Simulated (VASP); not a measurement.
Wanted: the native input for a VASP 6.6.1 run.

```
Task                   : single point
Functional             : PBE
Potentials or basis    : VASP PAW PBE potentials, release 64 (O, H, S)
Cutoff                 : 520 eV
k mesh                 : 1 × 1 × 1
Occupations            : fermi-dirac, width 0.05 eV
Spin                   : no spin polarisation
Dipole correction      : no
Further INCAR settings : LREAL = Auto; ALGO = Normal; EDIFF = 1e-06; NBANDS = 44
```

The structure of H14SO6 lies in POSCAR:

```
H14SO6
1.0
    6.7824230000      0.0000000000      0.0000000000
    0.0000000000      6.7824230000      0.0000000000
    0.0000000000      0.0000000000      6.7824230000
O H S
6 14 1
Direct
    0.6788134565      0.8922917370     -0.0486994102
    0.7859285686      0.3189568094      0.6236414332
    0.4526258536      0.4655121039      0.5336146094
    0.5571165349     -0.0387029827      0.4075976978
   -0.0627946679      0.7216742453      0.6214298341
    0.6067595607      0.4058579065      0.9811095533
    0.6501216453      0.8222135364     -0.1743034901
    0.6663990140      1.0289685559     -0.0667460582
    0.6748768102      0.3046551358      0.5255643890
    0.8517604992      0.4468462082      0.5706220329
    0.3096091176      0.4186114608      0.5379788315
    0.4299938237      0.6045627057      0.4899576449
    0.6451529195     -0.0141984657      0.3071173827
    0.6417323131     -0.0264212362      0.5224091744
    0.0883902405      0.7230012047      0.6507851250
   -0.1064074004      0.7805764990      0.7374060863
    0.6841655261      0.3877375386      0.8611966549
    0.5051587021      0.4983912092      0.9592884431
   -0.0610991087      0.5502310900      0.0854709298
    0.0927544625      0.3401586719      0.2014619259
    0.1474841661      0.5394974628      0.1528952116
```

The input as run:

INCAR

```
ALGO = Normal
EDIFF = 1E-6
ENCUT = 520
GGA = PE
ISIF = 2
ISMEAR = -1
LASPH = True
LCHARG = False
LREAL = Auto
LWAVE = False
NBANDS = 44
NELM = 60
PREC = Accurate
SIGMA = 0.05
```

KPOINTS

```
k-points
0
Gamma
  1 1 1
```

Potentials or basis: VASP PAW PBE potentials, release 64 (O, H, S).

Run with:

```console
$ cat potpaw_PBE.64/O/POTCAR potpaw_PBE.64/H/POTCAR potpaw_PBE.64/S/POTCAR > POTCAR
$ mpirun -np 1 vasp_gam > vasp.out
```

Results of the run:

```
Pressure               : -0.8 GPa
Largest force          : 4.165 eV/Å
Band gap on the k mesh : 3.47 eV
```

Caveat: the k points lie up to 0.93 Å⁻¹ apart.

Wall time 27 s on 1 thread of Intel(R) Xeon(R) Platinum 8488C (Sapphire Rapids) (shared host), peak memory 0.32 GiB.
